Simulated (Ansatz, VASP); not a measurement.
**Two plane-wave programs on MnGa3**

```
Ga Mn
1.0
     0.00000    3.24670    3.24670
     3.24670    0.00000    3.24670
     3.24670    3.24670    0.00000
Ga Mn
3 1
Direct
  0.25000 0.25000 0.25000
  0.75000 0.75000 0.75000
  0.50000 0.50000 0.50000
  0.00000 0.00000 0.00000
```

Alike in both runs: functional PBE; k mesh 12 × 12 × 12; occupations gaussian, width 0.1 eV; collinear spin.

Ansatz relaxed the structure, and its values are those at the end. VASP's run is a single point on that final structure, the one shown.

|  | VASP | Ansatz |
| --- | --- | --- |
| version | VASP 6.6.1 | Ansatz 0.2.0 |
| potentials or method | VASP PAW PBE potentials, release 64 (Ga_d, Mn_pv), cutoff 520 eV | scalar-relativistic, plane waves, PAW |
| valence electrons in the cell | 52 | 54 |

Ansatz gave:

```
gap on the k mesh at the Fermi level (eV)                     : none
pressure (GPa)                                                : 0.0
net moment per atom (μB)                                      : 0.94
size of the moment on the site where the two differ most (μB) : 3.67
```

Question: Estimate VASP's values.

Answer: gap on the k mesh at the Fermi level (eV): none; pressure (GPa): 0.1; net moment per atom (μB): 0.94; size of the moment on the site where the two differ most (μB): 3.62.

Site moments also hang on the region over which each program counts them. A gap of «none» marks a metal or a gap that the smearing closes. VASP's potentials hold 52 valence electrons a cell and Ansatz's 54, so a difference there can come from the potentials and not from the codes.
